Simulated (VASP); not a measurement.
A run of VASP 6.6.1:

File INCAR:

```
SYSTEM = Bi
PREC = Accurate
ENCUT = 600
EDIFF = 1E-7
ISMEAR = -1
SIGMA = 0.1
LREAL = .FALSE.
LASPH = .TRUE.
NELM = 100
ALGO = Normal
ISIF = 3
LWAVE = .FALSE.
LCHARG = .FALSE.
GGA = RE
IBRION = 2
NSW = 80
EDIFFG = -0.01
```

KPOINTS

```
regular mesh
0
G
  10 10 6
  0 0 0
```

The input POSCAR:

```
Bi
1.0
    3.5579831475      0.0000000000      0.0000000000
   -1.7789915738      3.0813037920      0.0000000000
    0.0000000000      0.0000000000      5.8101864799
Bi
2
Direct
    0.3333333333      0.6666666667      0.2500000000
    0.6666666667      0.3333333333      0.7500000000
```

Potentials or basis: VASP PAW PBE potentials, release 64 (Bi_d).

Launch:

```sh
$ cat potpaw_PBE.64/Bi_d/POTCAR > POTCAR
$ mpirun -np 1 vasp_std > vasp.out
```

Hardware: 1 thread of Intel(R) Xeon(R) 6975P-C (Granite Rapids) (shared host).

Question: Estimate the wall time of this run.

Answer: Wall time 90 s on 1 thread of Intel(R) Xeon(R) 6975P-C (Granite Rapids), with other jobs on the host, peak memory 0.23 GiB. Counts: scf iterations 43, k points 56, ion steps 5.
